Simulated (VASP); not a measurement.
# CuSi16 (a cell with a defect) in VASP: single point with PBE

Aim: the single point of CuSi16 (a cell with a defect) with PBE.

Everything below comes from runs of VASP 6.6.1. Logs are shortened: lines on timing, memory, paths and dates and some standing lists are left out, and cuts for length are marked.

## 1. The cell of the first run

The cell holds a defect, 17 atoms: a = 7.679 Å, b = 7.679 Å, c = 7.679 Å, α = 60.00°, β = 60.00°, γ = 60.00°.

## 2. Single point, PBE

Contents of INCAR:

```
SYSTEM = CuSi16
PREC = Accurate
ENCUT = 520
EDIFF = 1E-6
ISMEAR = 0
SIGMA = 0.02
LREAL = Auto
LASPH = .TRUE.
NELM = 100
ALGO = Normal
ISIF = 2
LWAVE = .FALSE.
LCHARG = .TRUE.
GGA = PE
LELF = .TRUE.
LVHAR = .TRUE.
NBANDS = 52
NELECT = 74.0
```

Contents of KPOINTS:

```
regular mesh
0
G
  2 2 2
  0 0 0
```

Contents of POSCAR:

```
CuSi16
1.0
    0.0000000000      5.4300000000      5.4300000000
    5.4300000000      0.0000000000      5.4300000000
    5.4300000000      5.4300000000      0.0000000000
Si Cu
16 1
Direct
    0.0135562615     -0.0366054328      0.0168148250
    0.1173858195      0.1251856354      0.1191558011
   -0.0207950276      0.0031425414      0.5117552486
    0.1125268877      0.1198710866      0.6458523020
   -0.0029023941      0.4964285451     -0.0033904236
    0.1350311234      0.5914443831      0.1358427256
    0.0007913444      0.4908272560      0.5095294659
    0.1173289134      0.6319174954      0.6233753223
    0.5094912523      0.0050199816     -0.0197654696
    0.6426895948      0.1217956722      0.1140400552
    0.5042822284      0.0027227440      0.5058616022
    0.6089582873      0.1628709945      0.6093873849
    0.5085789134      0.4928087477      0.0001019337
    0.6238461326      0.6337339779      0.1153269797
    0.4901788214      0.5348327808      0.4883068140
    0.6275743094      0.6311096685      0.6268531308
    0.3145171271      1.0515828729      0.3166335175
```

Potentials or basis: VASP PAW PBE potentials, release 64 (Si, Cu).

Started as:

```sh
> cat potpaw_PBE.64/Si/POTCAR potpaw_PBE.64/Cu/POTCAR > POTCAR
> mpirun -np 1 vasp_std > vasp.out
```

OUTCAR:

```text
SYSTEM = CuSi16
   PREC = Accurate
   ENCUT = 520
   EDIFF = 1E-6
   ISMEAR = 0
   LREAL = Auto
   LASPH = .TRUE.
   NELM = 100
   ISIF = 2
   GGA = PE
   NELECT = 74.0

 ion  position               nearest neighbor table
   1  0.014  0.963  0.017-   2 2.32   6 2.33   4 2.34  10 2.34
   2  0.117  0.125  0.119-   1 2.32   5 2.33  17 2.34   9 2.46   3 2.46
   3  0.979  0.003  0.512-   8 2.33  12 2.33  17 2.36   4 2.41   2 2.46
   4  0.113  0.120  0.646-   7 2.33   1 2.34  17 2.38   3 2.41  11 2.46
   5  0.997  0.496  0.997-   2 2.33   8 2.34   6 2.34  14 2.34
   6  0.135  0.591  0.136-   1 2.33   5 2.34   7 2.35  13 2.35
   7  0.001  0.491  0.510-   4 2.33   8 2.33  16 2.34   6 2.35
   8  0.117  0.632  0.623-   3 2.33   7 2.33   5 2.34  15 2.34
   9  0.509  0.005  0.980-  14 2.33  12 2.34  17 2.36  10 2.41   2 2.46
  10  0.643  0.122  0.114-  13 2.33   1 2.34  17 2.38   9 2.41  11 2.46
  11  0.504  0.003  0.506-  12 2.32  17 2.32  16 2.33  10 2.46   4 2.46
  12  0.609  0.163  0.609-  11 2.32  15 2.33   3 2.33   9 2.34
  13  0.509  0.493  0.000-  10 2.33  14 2.33  16 2.34   6 2.35
  14  0.624  0.634  0.115-   9 2.33  13 2.33   5 2.34  15 2.34
  15  0.490  0.535  0.488-  12 2.33  16 2.34  14 2.34   8 2.34
  16  0.628  0.631  0.627-  11 2.33  15 2.34  13 2.34   7 2.34
  17  0.315  0.052  0.317-  11 2.32   2 2.34   3 2.36   9 2.36  10 2.38   4 2.38

  LATTYP: Found a face centered cubic cell.
 ALAT       =    10.8600000000

  Lattice vectors:

 A1 = (   0.0000000000,   5.4300000000,   5.4300000000)
 A2 = (   5.4300000000,   0.0000000000,   5.4300000000)
 A3 = (   5.4300000000,   5.4300000000,   0.0000000000)

Analysis of symmetry for initial positions (statically):
=====================================================================
 Subroutine PRICEL returns:
 Original cell was already a primitive cell.

 Routine SETGRP: Setting up the symmetry group for a
 face centered cubic supercell.

 Subroutine GETGRP returns: Found  1 space group operations
 (whereof  1 operations were pure point group operations)
 out of a pool of 48 trial point group operations.

The static configuration has the point symmetry C_1 .

Analysis of symmetry for dynamics (positions and initial velocities):
=====================================================================
 Subroutine PRICEL returns:
 Original cell was already a primitive cell.

 Routine SETGRP: Setting up the symmetry group for a
 face centered cubic supercell.

 Subroutine GETGRP returns: Found  1 space group operations
 (whereof  1 operations were pure point group operations)
 out of a pool of 48 trial point group operations.

The dynamic configuration has the point symmetry C_1 .

 Subroutine INISYM returns: Found  1 space group operations
 (whereof  1 operations are pure point group operations),
 and found     1 'primitive' translations

----------------------------------------------------------------------------------------

                                     Primitive cell

  volume of cell :     320.2060

  direct lattice vectors                    reciprocal lattice vectors
     0.000000000  5.430000000  5.430000000    -0.092081031  0.092081031  0.092081031
     5.430000000  0.000000000  5.430000000     0.092081031 -0.092081031  0.092081031
     5.430000000  5.430000000  0.000000000     0.092081031  0.092081031 -0.092081031

  length of vectors
     7.679179644  7.679179644  7.679179644     0.159489025  0.159489025  0.159489025

  position of ions in fractional coordinates (direct lattice)
     0.013556261  0.963394567  0.016814825
     0.117385820  0.125185635  0.119155801
     0.979204972  0.003142541  0.511755249
     0.112526888  0.119871087  0.645852302
     0.997097606  0.496428545  0.996609576
     0.135031123  0.591444383  0.135842726
[... 9 lines left out ...]
     0.627574309  0.631109669  0.626853131
     0.314517127  0.051582873  0.316633518

  ion indices of the primitive-cell ions
   primitive index   ion index
                 1           1
                 2           2
                 3           3
                 4           4
                 5           5
                 6           6
[... 9 lines left out ...]
                16          16
                17          17

----------------------------------------------------------------------------------------

 KPOINTS: regular mesh

Automatic generation of k-mesh.
 Grid dimensions read from file:
 generate k-points for:    2    2    2

 Generating k-lattice:

  Cartesian coordinates                     Fractional coordinates (reciprocal lattice)
    -0.046040516  0.046040516  0.046040516     0.500000000  0.000000000  0.000000000
     0.046040516 -0.046040516  0.046040516     0.000000000  0.500000000  0.000000000
     0.046040516  0.046040516 -0.046040516     0.000000000  0.000000000  0.500000000

  Length of vectors
     0.079744512  0.079744512  0.079744512

  Shift w.r.t. Gamma in fractional coordinates (k-lattice)
     0.000000000  0.000000000  0.000000000

 Subroutine IBZKPT returns following result:
 ===========================================

 Found      8 irreducible k-points:

 Following reciprocal coordinates:
            Coordinates               Weight
  0.000000  0.000000  0.000000      1.000000
  0.500000  0.000000  0.000000      1.000000
  0.000000  0.500000  0.000000      1.000000
  0.000000  0.000000  0.500000      1.000000
  0.500000  0.500000  0.500000      1.000000
  0.500000  0.500000  0.000000      1.000000
  0.000000  0.500000  0.500000      1.000000
  0.500000  0.000000  0.500000      1.000000
   k-points           NKPTS =      8   k-points in BZ     NKDIM =      8   number of bands    NBANDS=     52
   number of dos      NEDOS =    301   number of ions     NIONS =     17
   total plane-waves  NPLWV = 216000
   dimension x,y,z NGX =    60 NGY =   60 NGZ =   60
   dimension x,y,z NGXF=   120 NGYF=  120 NGZF=  120
   ions per type =              16   1
   NGX,Y,Z   is equivalent  to a cutoff of  12.99, 12.99, 12.99 a.u.
   NGXF,Y,Z  is equivalent  to a cutoff of  25.98, 25.98, 25.98 a.u.
 SYSTEM =  CuSi16
   PREC   = accura    normal or accurate (medium, high low for compatibility)
   ISTART =      0    job   : 0-new  1-cont  2-samecut
   ICHARG =      2    charge: 1-file 2-atom 10-const
   ISPIN  =      1    spin polarized calculation?
   LNONCOLLINEAR =      F non collinear calculations
   LSORBIT =      F    spin-orbit coupling
   LASPH  =      T    aspherical Exc in radial PAW
   ENCUT  =  520.0 eV  38.22 Ry    6.18 a.u.  14.28 14.28 14.28*2*pi/ulx,y,z
   NELM   =    100;   NELMIN=  2; NELMDL= -5     # of ELM steps
   EDIFF  = 0.1E-05   stopping-criterion for ELM
   LREAL  =      T    real-space projection
   EDIFFG = 0.1E-04   stopping-criterion for IOM
   NSW    =      0    number of steps for IOM
   IBRION =     -1    ionic relax: 0-MD 1-quasi-New 2-CG
   NFREE  =      0    steps in history (QN), initial steepest desc. (CG)
   ISIF   =      2    stress and relaxation
   ISYM   =      2    0-nonsym 1-usesym 2-fastsym
   POTIM  = 0.5000    time-step for ionic-motion
   TEBEG  =    0.0;   TEEND  =   0.0 temperature during run
   PSTRESS=    0.0 pullay stress
   NELECT =      74.0000    total number of electrons
   NUPDOWN=      -1.0000    fix difference up-down
   EMIN   =  10.00;   EMAX   =-10.00  energy-range for DOS
   EFERMI =   0.00;   METHOD = LEGACY
   ISMEAR =     0;   SIGMA  =   0.02  broadening in eV -4-tet -1-fermi 0-gaus
   EFERMI_NEDOS =   21; number of points for ismear=-14 and -15
   IALGO  =     38    algorithm
   IMIX   =      4    mixing-type and parameters
     AMIX     =   0.40;   BMIX     =  1.00
     AMIX_MAG =   1.60;   BMIX_MAG =  1.00
  volume/ion in A,a.u.               =      18.84       127.11
  Fermi-wavevector in a.u.,A,eV,Ry     =   1.004636  1.898488 13.732283  1.009294
  Thomas-Fermi vector in A             =   2.137265
   LORBIT       =      0    0 simple, 1 ext, 2 COOP (PROOUT), +10 PAW based schemes
   GGA     = PE    functional components
   LHFCALC =     F    Hartree Fock is set to
   AEXX    =    0.0000 exact exchange contribution
   IVDW    =     0    specifies the selected vdW correction
   LEPSILON=     F    determine dielectric tensor
   LRPA    =     F    only Hartree local field effects (RPA)
 non-spin polarized calculation
 Gauss-broadening in eV      SIGMA  =   0.02
  energy-cutoff  :      520.00
  volume of cell :      320.21
 maximum number of plane-waves:      8646
 NGX is ok and might be reduce to    60
   NGX = 29   NGY = 29   NGZ = 29

 number of electron      74.0000001 magnetization

 Free energy of the ion-electron system (eV)
  ---------------------------------------------------
  ext. energy  EPLUGINS =         0.00000000
  ---------------------------------------------------
  free energy    TOTEN  =       -94.17112632 eV

  energy without entropy =      -94.17112632  energy(sigma->0) =      -94.17112632

 E-fermi :   6.4097     XC(G=0):  -9.6156

 val. band max:        6.3296999074   @ k =   0.0000   0.0000   0.0000
 cond. band min:       6.4896627402   @ k =   0.0000   0.0000   0.0000
 fundamental gap:      0.1599628329
 Fermi energy:         6.4097053625

 k-point     1 :       0.0000    0.0000    0.0000
  band No.  band energies     occupation
      1      -5.8995      2.00000
      2      -3.5550      2.00000
      3      -3.5155      2.00000
      4      -3.4857      2.00000
      5      -3.4712      2.00000
      6      -1.9470      2.00000
[... 41 lines left out ...]
     48       8.4130      0.00000
     49       8.5043      0.00000

 k-point     2 :       0.5000    0.0000    0.0000
  band No.  band energies     occupation
      1      -5.1763      2.00000
      2      -5.0017      2.00000
      3      -3.3259      2.00000
      4      -3.2164      2.00000
      5      -3.1119      2.00000
      6      -3.0947      2.00000
[... 304 lines left out ...]
 k-point     8 :       0.5000    0.0000    0.5000
  band No.  band energies     occupation
      1      -4.9432      2.00000
      2      -4.7031      2.00000
      3      -3.9121      2.00000
      4      -3.7819      2.00000
      5      -3.7486      2.00000
      6      -3.7392      2.00000
[... 41 lines left out ...]
     48      10.4131      0.00000
     49      10.4729      0.00000
 [bands above 49 left out]

------------------------ aborting loop because EDIFF is reached ----------------------------------------

  FORCE on cell =-STRESS in cart. coord.  units (eV):
  Direction    XX          YY          ZZ          XY          YZ          ZX
  --------------------------------------------------------------------------------------
  -------------------------------------------------------------------------------------
  Total       -1.1653071     -0.7485358     -1.1953221     -0.0162798     -0.0312413      1.1577574
  in kB       -5.8307105     -3.7453607     -5.9808934     -0.0814575     -0.1563185      5.7929351
  external PRESSURE =      -5.1856549 kB  Pullay stress =       0.0000000 kB

 VOLUME and BASIS-vectors are now :
 -----------------------------------------------------------------------------
  energy-cutoff  :      520.00
  volume of cell :      320.21
      direct lattice vectors                 reciprocal lattice vectors
     0.000000000  5.430000000  5.430000000    -0.092081031  0.092081031  0.092081031
     5.430000000  0.000000000  5.430000000     0.092081031 -0.092081031  0.092081031
     5.430000000  5.430000000  0.000000000     0.092081031  0.092081031 -0.092081031

 POSITION                                       TOTAL-FORCE (eV/Angst)
 -----------------------------------------------------------------------------------
      5.32254      0.16491      5.30484        -0.007931     -0.021834     -0.004825
      1.32677      1.28442      1.31716        -0.001990      0.020158     -0.002484
      2.79589      8.09591      5.33415        -0.004577      0.000680      0.022048
      4.15788      4.11800      1.26192         0.001880      0.000306     -0.002745
      8.10720     10.82583      8.10985        -0.005089     -0.005492     -0.010729
      3.94917      1.47085      3.94476        -0.006640     -0.000930     -0.003008
[... 9 lines left out ...]
      6.83074      6.81154      6.83465         0.008255     -0.003762      0.002055
      1.99941      3.42715      1.98792        -0.030344      0.017212     -0.031362
 -----------------------------------------------------------------------------------
    total drift:                               -0.002672     -0.002760     -0.001895

  FREE ENERGIE OF THE ION-ELECTRON SYSTEM (eV)
  ---------------------------------------------------
  free  energy   TOTEN  =       -94.1711263209 eV

  energy  without entropy=      -94.1711263205  energy(sigma->0) =      -94.17112632
```

It took 4 min on 1 thread of Intel Xeon 6975P-C (Granite Rapids), shared host; peak memory 0.47 GiB.

What came out:

```
Free energy   : -94.1711 eV
Largest force : 0.047 eV/Å
```

Forces in eV/Å, atoms in the order of the input:
```
Si  -0.008 -0.022 -0.005
Si  -0.002  0.020 -0.002
Si  -0.005  0.001  0.022
Si   0.002  0.000 -0.003
Si  -0.005 -0.005 -0.011
Si  -0.007 -0.001 -0.003
Si   0.009 -0.007  0.006
Si   0.014 -0.013 -0.008
Si  -0.006 -0.014  0.008
Si  -0.017  0.019  0.017
Si   0.019  0.021  0.016
Si   0.016 -0.014 -0.001
Si   0.002  0.000 -0.003
Si  -0.003  0.004 -0.006
Si   0.012 -0.002  0.003
Si   0.008 -0.004  0.002
Cu  -0.030  0.017 -0.031
```

Caveat: the k points lie up to 0.50 Å⁻¹ apart; the cell carries a net charge on a neutralising background, which shifts energy and pressure; the cell is charged against a uniform background, so pressure and absolute levels hang on convention.
